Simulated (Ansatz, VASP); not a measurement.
**Two plane-wave programs on Pt**

```xyz
1
Lattice="0.0000 1.9845 1.9845 1.9845 0.0000 1.9845 1.9845 1.9845 0.0000" Properties=species:S:1:pos:R:3 pbc="T T T"
Pt    0.0000    0.0000    0.0000
```

Alike in both runs: task single point; functional PBEsol; k mesh 18 × 18 × 18; occupations gaussian, width 0.1 eV; no spin polarisation.

```csv
,VASP,Ansatz
version,VASP 6.6.1,Ansatz 0.2.0
potentials or method,"VASP PAW PBE potentials, release 64 (Pt), cutoff 520 eV","scalar-relativistic, plane waves, PAW"
valence electrons in the cell,10,18
```

Ansatz gave:

```
gap on the k mesh at the Fermi level (eV) : none
pressure (GPa)                            : -10.0
```

What did VASP give for the same quantities?

gap on the k mesh at the Fermi level (eV): none; pressure (GPa): -10.4.

VASP's potentials were made for PBE, not for PBEsol. A gap of «none» marks a metal or a gap that the smearing closes. The functional is the same, so the differences come from potentials, cutoffs and numerics. VASP's potentials hold 10 valence electrons a cell and Ansatz's 18, so a difference there can come from the potentials and not from the codes.

Spin-orbit coupling is off throughout.
